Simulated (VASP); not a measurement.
## HfO2: single point with PBE

HfO2:

```
Hf O
1.0
     5.15010    0.00000    0.00000
     0.00000    5.18520    0.00000
    -0.83085    0.00000    5.27679
Hf O
4 8
Direct
  0.27558 0.04160 0.20853
  0.72442 0.54160 0.29147
  0.72442 0.95840 0.79147
  0.27558 0.45840 0.70853
  0.06806 0.32884 0.34881
  0.93194 0.82884 0.15119
  0.93194 0.67116 0.65119
  0.06806 0.17116 0.84881
  0.44881 0.75737 0.47668
  0.55119 0.25737 0.02332
  0.55119 0.24263 0.52332
  0.44881 0.74263 0.97668
```

```json
{
 "Program": "VASP 6.6.1",
 "Task": "single point",
 "Functional": "PBE",
 "Potentials or basis": "VASP PAW PBE potentials, release 64 (Hf_pv, O)",
 "Cutoff": "520 eV",
 "k mesh": "5 × 5 × 5",
 "Occupations": "fermi-dirac, width 0.02 eV",
 "Spin": "no spin polarisation",
 "Dipole correction": "no",
 "Further INCAR settings": "ALGO = Normal; EDIFF = 1e-07; NBANDS = 56"
}
```

* Pressure: -1.5 GPa
* Largest force: 0.086 eV/Å
* Band gap on the k mesh: 4.09 eV (least direct gap 4.16 eV)

Forces in eV/Å, atoms in the order of the input:
```
Hf  -0.054  0.021 -0.062
Hf   0.054  0.021  0.062
Hf   0.054 -0.021  0.062
Hf  -0.054 -0.021 -0.062
O    0.016  0.001  0.034
O   -0.016  0.001 -0.034
O   -0.016 -0.001 -0.034
O    0.016 -0.001  0.034
O    0.039 -0.007 -0.010
O   -0.039 -0.007  0.010
O   -0.039  0.007  0.010
O    0.039  0.007 -0.010
```

Stress tensor (GPa, compression positive):
```
-2.00  0.00 -1.25
 0.00 -0.67  0.00
-1.25  0.00 -1.98
```

Levels at points of the mesh, in eV from the valence-band top:
| k point | band 40 | band 41 | band 42 | band 43 | band 44 | band 45 | band 46 | band 47 | band 48 | band 49 |
| --- | --- | --- | --- | --- | --- | --- | --- | --- | --- | --- |
| (0.00, 0.00, 0.00) | -0.99 | -0.55 | -0.52 | -0.26 | 0.00 | 4.48 | 4.97 | 5.10 | 5.44 | 5.63 |

It took 6.2 min on 1 thread of Intel(R) Xeon(R) Platinum 8259CL CPU @ 2.50GHz (Skylake/Cascade Lake) (shared host), peak memory 0.37 GiB.

Caveat: spin-orbit coupling is left out, which moves the levels of the heavy elements; an odd mesh through Γ misses points on the zone boundary, where band edges can lie.
